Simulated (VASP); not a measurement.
Crystal: MgO.

```
Mg O
1.0
     0.00000    2.12681    2.12681
     2.12681    0.00000    2.12681
     2.12681    2.12681    0.00000
Mg O
1 1
Direct
  0.00000 0.00000 0.00000
  0.50000 0.50000 0.50000
```

Base run:

| Quantity | Value |
| --- | --- |
| Program | VASP 6.6.1 |
| Functional | PBE |
| Potentials or basis | VASP PAW PBE potentials, release 64 (Mg, O) |
| Cutoff | 520 eV |
| k mesh | 10 × 10 × 10 |
| Occupations | gaussian, width 0.02 eV |
| Spin | no spin polarisation |

Its results: band gap on the k mesh 4.45 eV, direct; pressure -0.7 GPa.

**Question.** The run is repeated on the same cell with these changes: functional from PBE to r2SCAN. What comes out?

**Answer.** Band gap on the k mesh 5.31 eV, direct; pressure -6.5 GPa.

r2SCAN gives the wider gap, since meta-GGAs in the generalised Kohn-Sham scheme recover part of the derivative discontinuity.

Caveats: the PAW data sets were made with another functional, which shifts forces and pressure a little (some runs).

